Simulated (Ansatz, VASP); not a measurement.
**TiCo in VASP and in Ansatz**

```xyz
2
Lattice="2.9095 0.0000 0.0000 0.0000 2.9095 0.0000 0.0000 0.0000 2.9095" Properties=species:S:1:pos:R:3 pbc="T T T"
Ti    0.0000    0.0000    0.0000
Co    1.4548    1.4548    1.4548
```

Alike in both runs: task single point; functional PBE; k mesh 10 × 10 × 10; occupations fermi-dirac, width 0.1 eV; collinear spin.

|  | VASP | Ansatz |
| --- | --- | --- |
| version | VASP 6.6.1 | Ansatz 0.2.0 |
| potentials or method | VASP PAW PBE potentials, release 64 (Ti_sv, Co), cutoff 520 eV | plane waves, PAW |
| valence electrons in the cell | 21 | 29 |

```csv
,VASP,Ansatz,Ansatz less VASP
net moment per atom (μB),0.33,0.35,+0.027
size of the moment on the site where the two differ most (μB),0.68,0.74,+0.069
```

Site moments also hang on the region over which each program counts them. VASP's potentials hold 21 valence electrons a cell and Ansatz's 29, so a difference there can come from the potentials and not from the codes.
